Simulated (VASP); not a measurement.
Input of a VASP 6.6.1 run:

The input INCAR:

```
SYSTEM = Sn
  PREC = Accurate
  ENCUT = 520
  EDIFF = 1E-6
  ISMEAR = 0
  SIGMA = 0.15
  LREAL = .False.
  LASPH = .True.
  NELM = 80
  ALGO = Fast
  ISIF = 2
  LWAVE = .False.
  LCHARG = .False.
  GGA = PS
  IVDW = 12
  NBANDS = 13
```

KPOINTS

```
regular mesh
0
Gamma
  24 24 24
  0 0 0
```

File POSCAR:

```
Sn
1.0
   -1.8221530004      1.6958492326      1.9868244599
    1.8221530004     -1.6958492326      1.9868244599
    1.8221530004      1.6958492326     -1.9868244599
Sn
1
Direct
    0.0000000000      0.0000000000      0.0000000000
```

Potentials or basis: VASP PAW PBE potentials, release 64 (Sn_d).

The run is started by

```bash
$ cat potpaw_PBE.64/Sn_d/POTCAR > POTCAR
$ mpirun -np 1 vasp_std > vasp.out
```

Problem. Predict the band gap on the k mesh.

Solution. Zero (bands 7 and 8 overlap by 10.88 eV).

Problem. Estimate the pressure.

Solution. 1.4 GPa.

Problem. Predict the dispersion energy per atom.

Solution. -0.433 eV.

Stress tensor (GPa, compression positive):
```
1.85 0.00 0.00
0.00 1.58 0.00
0.00 0.00 0.88
```

Caveat: the cell differs from its parent crystal (strain -0.0200 x Voigt [0, 1, 0, 0, 0, 0]); the PAW data sets were made with another functional, which shifts forces and pressure a little; spin-orbit coupling is left out, which moves the levels of the heavy elements.
